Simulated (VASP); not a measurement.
CaO:

```
CELL_PARAMETERS angstrom
3.98084 0.00000 0.00000
-1.99042 3.44751 0.00000
0.00000 0.00000 4.74659
ATOMIC_POSITIONS crystal
Ca 0.33333 0.66667 0.93750
Ca 0.66667 0.33333 0.43750
O 0.33333 0.66667 0.43750
O 0.66667 0.33333 0.93750
```

This cell differs from its parent crystal: uniaxial z strain -0.5%.

Base run:

| Property | Result |
| --- | --- |
| Program | VASP 6.6.1 |
| Functional | PBE |
| Potentials or basis | VASP PAW PBE potentials, release 64 (Ca_sv, O) |
| Cutoff | 520 eV |
| k mesh | 12 × 12 × 6 |
| Occupations | fermi-dirac, width 0.02 eV |
| Spin | no spin polarisation |

Its results: band gap on the k mesh 3.19 eV; pressure 2.8 GPa.

Q: The run is repeated on the same cell with these changes: functional from PBE to r2SCAN; occupations from fermi-dirac, width 0.02 eV to gaussian, width 0.01 eV. What comes out?

A: Band gap on the k mesh 3.61 eV; pressure 1.5 GPa.

Caveats: the structure was generated, so it needn't be the stable form of CaO; the PAW data sets were made with another functional, which shifts forces and pressure a little (at least some runs).

A k mesh can miss the band edges.
